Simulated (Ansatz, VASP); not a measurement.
**CdSe: VASP beside Ansatz**

File POSCAR:

```
CdSe
1.0
    0.0000000000      2.8427450661      2.8427450661
    2.8427450661      0.0000000000      2.8427450661
    2.8427450661      2.8427450661      0.0000000000
Cd Se
1 1
Direct
    0.0000000000      0.0000000000      0.0000000000
    0.5000000000      0.5000000000      0.5000000000
```

The input INCAR.step1:

```
SYSTEM = CdSe
PREC = Accurate ; ENCUT = 520
ISMEAR = -1 ; SIGMA = 0.05
LREAL = .FALSE. ; LASPH = .TRUE.
NELM = 80 ; NBANDS = 16
GGA = PE ; ALGO = Normal
EDIFF = 1E-4 ; LWAVE = .TRUE.
LCHARG = .FALSE.
```

File INCAR.step2:

```
SYSTEM = CdSe
PREC = Accurate ; ENCUT = 520
EDIFF = 1E-7 ; ISMEAR = -1
SIGMA = 0.05 ; LREAL = .FALSE.
LASPH = .TRUE. ; NELM = 80
ALGO = Normal ; ISIF = 2
LWAVE = .FALSE. ; LCHARG = .FALSE.
METAGGA = R2SCAN ; LMIXTAU = .TRUE.
NBANDS = 16 ; ISTART = 1
```

The input KPOINTS:

```
regular mesh
0
G
  12 12 12
  0 0 0
```

Input for Ansatz:

```yaml
crystal:
  lattice:
    - [0.0, 2.8427450661, 2.8427450661]
    - [2.8427450661, 0.0, 2.8427450661]
    - [2.8427450661, 2.8427450661, 0.0]
  atoms:
    - { symbol: Cd, position: [0.0, 0.0, 0.0] }
    - { symbol: Se, position: [0.5, 0.5, 0.5] }
kpoints:
  mp_grid: { grid: [12, 12, 12] }
  band_path:
    path:
      - [0.0, 0.0, 0.0]
      - [0.5, 0.0, 0.5]
      - [0.625, 0.25, 0.625]
      - [0.375, 0.375, 0.75]
      - [0.0, 0.0, 0.0]
      - [0.5, 0.5, 0.5]
      - [0.5, 0.25, 0.75]
      - [0.5, 0.0, 0.5]
    npoints: 8
scf:
  occupations: { method: fermi_dirac, width: 0.05 }
hamiltonian:
  xc: r2scan
  pseudopotentials: { kind: paw }
output:
  forces: true
  stress: true
  eigenvalues: true
  populations: true
  dos: { projected: true, de: 0.2, e_range: [-14, 8] }
  write_density: true
  write_potential: true
  elf: true
  volumetric_format: npy
```

Change from the starting cell: volume scaled by 1, PAW files.

Alike in both runs: task single point; functional r2SCAN; k mesh 12 × 12 × 12; occupations fermi-dirac, width 0.05 eV; no spin polarisation.

|  | VASP | Ansatz |
| --- | --- | --- |
| version | VASP 6.6.1 | Ansatz 0.2.0 |
| potentials or method | VASP PAW PBE potentials, release 64 (Cd, Se) | PAW with Ansatz's default frozen-core files, scalar-relativistic |
| plane-wave cutoff (eV) | 520 | 500 |
| valence electrons in the cell | 18 | 36 |

Ansatz gave:

* pressure (GPa): 0.0

Task: Which values does VASP return?

Result: Pressure (GPa): 0.4.

VASP's potentials were made for PBE, not for r2SCAN. The functional is the same, so the differences come from potentials, cutoffs and numerics. VASP's potentials hold 18 valence electrons a cell and Ansatz's 36, so a difference there can come from the potentials and not from the codes.
